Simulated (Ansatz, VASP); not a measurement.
Zn: VASP beside Ansatz

The input INCAR:

```
PREC = Accurate
ENCUT = 520
EDIFF = 1E-7
ISMEAR = 0
SIGMA = 0.15
LREAL = False
LASPH = True
NELM = 100
ALGO = Normal
ISIF = 2
LWAVE = False
LCHARG = False
GGA = PE
NBANDS = 12
```

The input KPOINTS:

```
regular mesh
0
Gamma
  20 20 20
```

The input POSCAR:

```
Zn
1.0
    0.0000000000      2.0630148000      2.0630148000
    2.0630148000      0.0000000000      2.0630148000
    2.0630148000      2.0630148000      0.0000000000
Zn
1
Direct
    0.0000000000      0.0000000000      0.0000000000
```

Input for Ansatz:

```yaml
crystal:
  lattice:
    - [0.0, 2.0630148, 2.0630148]
    - [2.0630148, 0.0, 2.0630148]
    - [2.0630148, 2.0630148, 0.0]
  atoms:
    - { symbol: Zn, position: [0.0, 0.0, 0.0] }
basis:
  ecutwfc: 420
kpoints:
  mp_grid: { grid: [20, 20, 20] }
hamiltonian:
  xc: pbe
scf:
  occupations: { method: gaussian, width: 0.15 }
output:
  forces: true
  stress: true
  eigenvalues: true
```

Change from the starting cell: strain +0.050 along x and y, +0.050 along z, atoms carried along.

Alike in both runs: task single point; functional PBE; k mesh 20 × 20 × 20; occupations gaussian, width 0.15 eV; no spin polarisation.

```csv
,VASP,Ansatz
version,VASP 6.6.1,Ansatz 0.2.0
potentials or method,"VASP PAW PBE potentials, release 64 (Zn), cutoff 520 eV","scalar-relativistic, plane waves, PAW"
valence electrons in the cell,12,12
```

Ansatz gave:

| Property | Result |
| --- | --- |
| gap on the k mesh at the Fermi level (eV) | none |
| pressure (GPa) | -7.0 |

Q: What did VASP give for the same quantities?

A: gap on the k mesh at the Fermi level (eV): none; pressure (GPa): -6.8.

A gap of «none» marks a metal or a gap that the smearing closes.
